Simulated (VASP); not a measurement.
Input of a VASP 6.6.1 run:

File INCAR:

```
PREC = Accurate ; ENCUT = 520
EDIFF = 1E-7 ; ISMEAR = 0
SIGMA = 0.05 ; LREAL = F
LASPH = T ; NELM = 60
ALGO = Normal ; ISIF = 2
LWAVE = F ; LCHARG = F
GGA = CA ; NBANDS = 64
```

KPOINTS

```
regular mesh
0
Gamma
  6 6 6
```

The input POSCAR:

```
SnO2
1.0
    4.4946872069      0.0000000000      0.0000000000
    0.0000000000      5.8966274022      0.0000000000
    0.0000000000      0.0000000000      4.9727779781
Sn O
4 8
Direct
    0.5000000000      0.6673419135      0.7500000000
    0.0000000000      0.8326580865      0.2500000000
    0.5000000000      0.3326580865      0.2500000000
    0.0000000000      0.1673419135      0.7500000000
    0.7309254637      0.6050162923      0.0776916535
    0.2309254637      0.8949837077      0.9223083465
    0.7690745363      0.8949837077      0.5776916535
    0.2690745363      0.6050162923      0.4223083465
    0.7309254637      0.3949837077      0.5776916535
    0.2309254637      0.1050162923      0.4223083465
    0.7690745363      0.1050162923      0.0776916535
    0.2690745363      0.3949837077      0.9223083465
```

Potentials or basis: VASP PAW LDA potentials, release 64 (Sn_d, O).

Run with:

```console
$ cat potpaw_LDA.64/Sn_d/POTCAR potpaw_LDA.64/O/POTCAR > POTCAR
$ mpirun -np 1 vasp_std > vasp.out
```

Task: What does it give for the band gap on the k mesh?

Result: 2.16 eV (least direct gap 2.16 eV).

Task: Predict the largest force.

Result: 0.763 eV/Å.

Task: What does it give for the pressure?

Result: 16.5 GPa.

Forces in eV/Å, atoms in the order of the input:
```
Sn   0.000  0.147  0.000
Sn   0.000 -0.147  0.000
Sn   0.000 -0.147  0.000
Sn   0.000  0.147  0.000
O    0.593 -0.057  0.477
O    0.593  0.057 -0.477
O   -0.593  0.057  0.477
O   -0.593 -0.057 -0.477
O    0.593  0.057  0.477
O    0.593 -0.057 -0.477
O   -0.593 -0.057  0.477
O   -0.593  0.057 -0.477
```

Caveat: the stress differs along the axes, from 6 to 25 GPa; spin-orbit coupling is left out, which moves the levels of the heavy elements. A k mesh can miss the band edges.
